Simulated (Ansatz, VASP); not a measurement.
Two plane-wave programs on Zn

File POSCAR:

```
Zn
1.0
    0.0000000000      2.6657071200      2.6657071200
    2.6657071200      0.0000000000      2.6657071200
    2.6657071200      2.6657071200      0.0000000000
Zn
2
Direct
   -0.2825000000     -0.0725000000     -0.0725000000
    0.2825000000      0.0725000000      0.0725000000
```

The input INCAR.step1:

```
PREC = Accurate
ENCUT = 520
ISMEAR = -1
SIGMA = 0.05
LREAL = False
LASPH = True
NELM = 100
NBANDS = 19
GGA = PE
ALGO = Normal
EDIFF = 1E-4
LWAVE = True
LCHARG = False
```

File INCAR.step2:

```
PREC = Accurate
ENCUT = 520
EDIFF = 1E-7
ISMEAR = -1
SIGMA = 0.05
LREAL = False
LASPH = True
NELM = 100
ALGO = Normal
ISIF = 2
LWAVE = False
LCHARG = False
METAGGA = R2SCAN
LMIXTAU = True
NBANDS = 19
ISTART = 1
```

KPOINTS

```
Automatic mesh
0
Gamma
  10 10 10
```

Input for Ansatz:

```yaml
crystal:
  lattice:
    - [0.0, 2.66570712, 2.66570712]
    - [2.66570712, 0.0, 2.66570712]
    - [2.66570712, 2.66570712, 0.0]
  atoms:
    - { symbol: Zn, position: [-0.2825, -0.0725, -0.0725] }
    - { symbol: Zn, position: [0.2825, 0.0725, 0.0725] }
kpoints:
  mp_grid: { grid: [10, 10, 10] }
scf:
  occupations: { method: fermi_dirac, width: 0.05 }
hamiltonian:
  xc: r2scan
  pseudopotentials: { kind: paw, source: ansatz }
output:
  forces: true
  stress: true
  eigenvalues: true
  write_density: true
  write_potential: true
  elf: true
  volumetric_format: npy
```

Change from the starting cell: shortest bond scaled by 0.58, PAW files, source ansatz.

Alike in both runs: task single point; functional r2SCAN; k mesh 10 × 10 × 10; occupations fermi-dirac, width 0.05 eV; no spin polarisation.

```csv
,VASP,Ansatz
version,VASP 6.6.1,Ansatz 0.2.0
potentials or method,"VASP PAW PBE potentials, release 64 (Zn)",scalar-relativistic
plane-wave cutoff (eV),520,660
valence electrons in the cell,24,40
```

|  | VASP | Ansatz | Ansatz less VASP |
| --- | --- | --- | --- |
| pressure (GPa) | 164.7 | 158.4 | -6.28 |
| traceless stress, the component that is largest in VASP (GPa) | -170.69 | -164.45 | +6.244 |
| rms of the force components (eV/Å) | 52.246 | 50.285 | -1.9602 |

VASP's potentials were made for PBE, not for r2SCAN. Atom by atom the forces differ by 1.960 eV/Å (rms over components). Both programs put the cell under a high pressure, so it lies far from rest at this level. VASP's potentials hold 24 valence electrons a cell and Ansatz's 40, so a difference there can come from the potentials and not from the codes.

Noted on VASP's run: the cell as given lies far from equilibrium.
